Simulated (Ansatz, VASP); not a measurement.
**TiB2: VASP beside Ansatz**

```
Ti B
1.0
     3.02920    0.00000    0.00000
    -1.51460    2.62336    0.00000
     0.00000    0.00000    3.22840
Ti B
1 2
Direct
  0.00000 0.00000 0.00000
  0.33333 0.66667 0.50000
  0.66667 0.33333 0.50000
```

Alike in both runs: task relaxation of cell and atoms; functional PBEsol; k mesh 12 × 12 × 10; occupations fermi-dirac, width 0.05 eV; collinear spin.

|  | VASP | Ansatz |
| --- | --- | --- |
| version | VASP 6.6.1 | Ansatz 0.2.0 |
| potentials or method | VASP PAW PBE potentials, release 64 (Ti_sv, B) | PAW with Ansatz's default frozen-core files, scalar-relativistic |
| plane-wave cutoff (eV) | 600 | 420 |
| valence electrons in the cell | 18 | 18 |

|  | VASP | Ansatz | Ansatz less VASP |
| --- | --- | --- | --- |
| net moment per atom (μB) | 0.00 | 0.00 | 0.000 |
| relaxed volume (Å³/atom) | 8.38 | 8.37 | -0.009 |
| relaxed length of the cell vector where the two differ most in proportion (Å) | 3.019 | 3.017 | -0.0013 |

VASP's potentials were made for PBE, not for PBEsol. Ansatz's warnings: seeded moment not kept.
